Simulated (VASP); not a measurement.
# Al3BN2 (I-4m2) in VASP: single point with PBE

Aim: the single point of Al3BN2 with PBE.

Program: VASP 6.6.1. These are calculated values, not measurements. Logs are shortened: lines on timing, memory, paths and dates and some standing lists are left out, and cuts for length are marked.

## 1. The cell of the first run

Symmetry: I-4m2, No. 119, tetragonal system. Conventional cell: a = 3.042 Å, b = 3.042 Å, c = 15.384 Å, α = 90.00°, β = 90.00°, γ = 90.00°. Within 2.5 Å of Al (site symmetry -4m2) lie 4 N at 1.89 Å. Al (site symmetry 2mm) has 2 N at 1.90 Å and 2 B at 2.20 Å within 2.5 Å. B (site symmetry -4m2) has 4 Al at 2.20 Å within 2.9 Å. N (site symmetry 2mm) has 4 Al at 1.89 to 1.90 Å within 2.5 Å.

## 2. Single point, PBE

The input, INCAR:

```
  PREC = Accurate
  ENCUT = 600
  EDIFF = 1E-6
  ISMEAR = 0
  SIGMA = 0.15
  LREAL = F
  LASPH = T
  NELM = 120
  ALGO = Normal
  ISIF = 2
  LWAVE = F
  LCHARG = T
  GGA = PE
  LELF = T
  LVHAR = T
  NBANDS = 20
  GGA_COMPAT = F
```

The input, KPOINTS:

```
Automatic mesh
0
Gamma
  5 5 5
```

The input, POSCAR:

```
Al3BN2
1.0
   -1.5211052690      1.5211052690      7.6918231615
    1.5211052690     -1.5211052690      7.6918231615
    1.5211052690      1.5211052690     -7.6918231615
Al B N
3 1 2
Direct
    0.7500000000      0.2500000000      0.5000000000
    0.1029064990      0.6029064990      0.5000000000
    0.3970935010      0.8970935010      0.5000000000
    0.0000000000      0.0000000000      0.0000000000
    0.6770105774      0.6770105774      0.0000000000
    0.3229894226      0.3229894226      0.0000000000
```

Potentials or basis: VASP PAW PBE potentials, release 64 (Al, B, N).

Started as:

```bash
> cat potpaw_PBE.64/Al/POTCAR potpaw_PBE.64/B/POTCAR potpaw_PBE.64/N/POTCAR > POTCAR
> mpirun -np 1 vasp_std > vasp.out
```

OUTCAR:

```text
PREC = Accurate
   ENCUT = 600
   EDIFF = 1E-6
   ISMEAR = 0
   LREAL = F
   LASPH = T
   NELM = 120
   ISIF = 2
   GGA = PE

 ion  position               nearest neighbor table
   1  0.750  0.250  0.500-   6 1.89   5 1.89   6 1.89   5 1.89   2 3.12   3 3.12   3 3.12   3 3.12
                             2 3.12   3 3.12   2 3.12   2 3.12
   2  0.103  0.603  0.500-   5 1.90   5 1.90   4 2.20   4 2.20   1 3.12   1 3.12   1 3.12   1 3.12

   3  0.397  0.897  0.500-   6 1.90   6 1.90   4 2.20   4 2.20   1 3.12   1 3.12   1 3.12   1 3.12

   4  0.000  0.000  0.000-   2 2.20   3 2.20   2 2.20   3 2.20
   5  0.677  0.677  0.000-   1 1.89   1 1.89   2 1.90   2 1.90
   6  0.323  0.323  0.000-   1 1.89   1 1.89   3 1.90   3 1.90

  LATTYP: Found a body centered tetragonal cell.
 ALAT       =     3.0422105380
 C/A-ratio  =     5.0567329680

  Lattice vectors:

 A1 = (  -1.5211052690,   1.5211052690,   7.6918231615)
 A2 = (   1.5211052690,  -1.5211052690,   7.6918231615)
 A3 = (   1.5211052690,   1.5211052690,  -7.6918231615)

Analysis of symmetry for initial positions (statically):
=====================================================================
 Subroutine PRICEL returns:
 Original cell was already a primitive cell.

 Routine SETGRP: Setting up the symmetry group for a
 body centered tetragonal supercell.

 Subroutine GETGRP returns: Found  8 space group operations
 (whereof  8 operations were pure point group operations)
 out of a pool of 16 trial point group operations.

The static configuration has the point symmetry D_2d.

Analysis of symmetry for dynamics (positions and initial velocities):
=====================================================================
 Subroutine PRICEL returns:
 Original cell was already a primitive cell.

 Routine SETGRP: Setting up the symmetry group for a
 body centered tetragonal supercell.

 Subroutine GETGRP returns: Found  8 space group operations
 (whereof  8 operations were pure point group operations)
 out of a pool of 16 trial point group operations.

The dynamic configuration has the point symmetry D_2d.

 Subroutine INISYM returns: Found  8 space group operations
 (whereof  8 operations are pure point group operations),
 and found     1 'primitive' translations

----------------------------------------------------------------------------------------

[... 94 lines left out ...]
   LREAL  =      F    real-space projection
   EDIFFG = 0.1E-04   stopping-criterion for IOM
   NSW    =      0    number of steps for IOM
   IBRION =     -1    ionic relax: 0-MD 1-quasi-New 2-CG
   NFREE  =      0    steps in history (QN), initial steepest desc. (CG)
   ISIF   =      2    stress and relaxation
   ISYM   =      2    0-nonsym 1-usesym 2-fastsym
   POTIM  = 0.5000    time-step for ionic-motion
   TEBEG  =    0.0;   TEEND  =   0.0 temperature during run
   PSTRESS=    0.0 pullay stress
   NELECT =      22.0000    total number of electrons
   NUPDOWN=      -1.0000    fix difference up-down
   EMIN   =  10.00;   EMAX   =-10.00  energy-range for DOS
   EFERMI =   0.00;   METHOD = LEGACY
   ISMEAR =     0;   SIGMA  =   0.15  broadening in eV -4-tet -1-fermi 0-gaus
   EFERMI_NEDOS =   21; number of points for ismear=-14 and -15
   IALGO  =     38    algorithm
   IMIX   =      4    mixing-type and parameters
     AMIX     =   0.40;   BMIX     =  1.00
     AMIX_MAG =   1.60;   BMIX_MAG =  1.00
  volume/ion in A,a.u.               =      11.86        80.07
  Fermi-wavevector in a.u.,A,eV,Ry     =   1.106827  2.091600 16.668038  1.225066
  Thomas-Fermi vector in A             =   2.243333
   LORBIT       =      0    0 simple, 1 ext, 2 COOP (PROOUT), +10 PAW based schemes
   GGA     = PE    functional components
   LHFCALC =     F    Hartree Fock is set to
   AEXX    =    0.0000 exact exchange contribution
   IVDW    =     0    specifies the selected vdW correction
   LEPSILON=     F    determine dielectric tensor
   LRPA    =     F    only Hartree local field effects (RPA)
 non-spin polarized calculation
 Gauss-broadening in eV      SIGMA  =   0.15
  energy-cutoff  :      600.00
  volume of cell :       71.19
 maximum number of plane-waves:      2391
   NGX = 31   NGY = 31   NGZ = 31

 number of electron      22.0000001 magnetization

 Free energy of the ion-electron system (eV)
  ---------------------------------------------------
  ext. energy  EPLUGINS =         0.00000000
  ---------------------------------------------------
  free energy    TOTEN  =       -38.46336574 eV

  energy without entropy =      -38.44753600  energy(sigma->0) =      -38.45545087

 E-fermi :   6.7477     XC(G=0): -10.4537

 val. band max:        6.5955887077   @ k =  -0.4000   0.4000   0.4000
 cond. band min:       6.7897320488   @ k =  -0.4000  -0.4000   0.2000
 fundamental gap:      0.1941433411
 Fermi energy:         6.7477078657

 k-point     1 :       0.0000    0.0000    0.0000
  band No.  band energies     occupation
      1      -9.8440      2.00000
      2      -8.5897      2.00000
      3      -2.9438      2.00000
      4       0.8098      2.00000
      5       1.1295      2.00000
      6       3.4786      2.00000
[... 403 lines left out ...]
     19      15.8733      0.00000
     20      16.4737      0.00000

------------------------ aborting loop because EDIFF is reached ----------------------------------------

  FORCE on cell =-STRESS in cart. coord.  units (eV):
  Direction    XX          YY          ZZ          XY          YZ          ZX
  --------------------------------------------------------------------------------------
  -------------------------------------------------------------------------------------
  Total       -0.0837368     -0.0837368     -0.0767777      0.0000000      0.0000000      0.0000000
  in kB       -1.8846003     -1.8846003     -1.7279766      0.0000000      0.0000000      0.0000000
  external PRESSURE =      -1.8323924 kB  Pullay stress =       0.0000000 kB

 VOLUME and BASIS-vectors are now :
 -----------------------------------------------------------------------------
  energy-cutoff  :      600.00
  volume of cell :       71.19
      direct lattice vectors                 reciprocal lattice vectors
    -1.521105269  1.521105269  7.691823162     0.000000000  0.328708348  0.065004095
     1.521105269 -1.521105269  7.691823162     0.328708348  0.000000000  0.065004095
     1.521105269  1.521105269 -7.691823162     0.328708348  0.328708348  0.000000000

 POSITION                                       TOTAL-FORCE (eV/Angst)
 -----------------------------------------------------------------------------------
     -0.00000      1.52111      3.84591        -0.000000     -0.000000      0.000000
      1.52111      0.00000      1.58308         0.000000      0.000000      0.014497
      1.52111      0.00000      6.10875         0.000000      0.000000     -0.014497
      0.00000      0.00000      0.00000        -0.000000     -0.000000      0.000000
      0.00000      0.00000     10.41489        -0.000000     -0.000000     -0.001825
      0.00000      0.00000      4.96876        -0.000000     -0.000000      0.001825
 -----------------------------------------------------------------------------------
    total drift:                               -0.000000      0.000000     -0.000000

  FREE ENERGIE OF THE ION-ELECTRON SYSTEM (eV)
  ---------------------------------------------------
  free  energy   TOTEN  =       -38.4633657445 eV

  energy  without entropy=      -38.4475359975  energy(sigma->0) =      -38.45545087
```

It took 2.3 min on 1 thread of Intel Xeon Platinum 8259CL at 2.50GHz (Skylake/Cascade Lake), shared host; peak memory 0.52 GiB.

Results:

```
Free energy            : -38.4634 eV
Pressure               : -0.2 GPa
Largest force          : 0.014 eV/Å
Band gap on the k mesh : zero (bands 11 and 12 overlap by 3.56 eV)
```

Forces in eV/Å, atoms in the order of the input:
```
Al   0.000  0.000  0.000
Al   0.000  0.000  0.014
Al   0.000  0.000 -0.014
B    0.000  0.000  0.000
N    0.000  0.000 -0.002
N    0.000  0.000  0.002
```

Caveat: the k points lie up to 0.42 Å⁻¹ apart, too coarse for converged energies and pressures of a metal.

The gap in the log of VASP goes by the Fermi energy; the results here count the filled bands.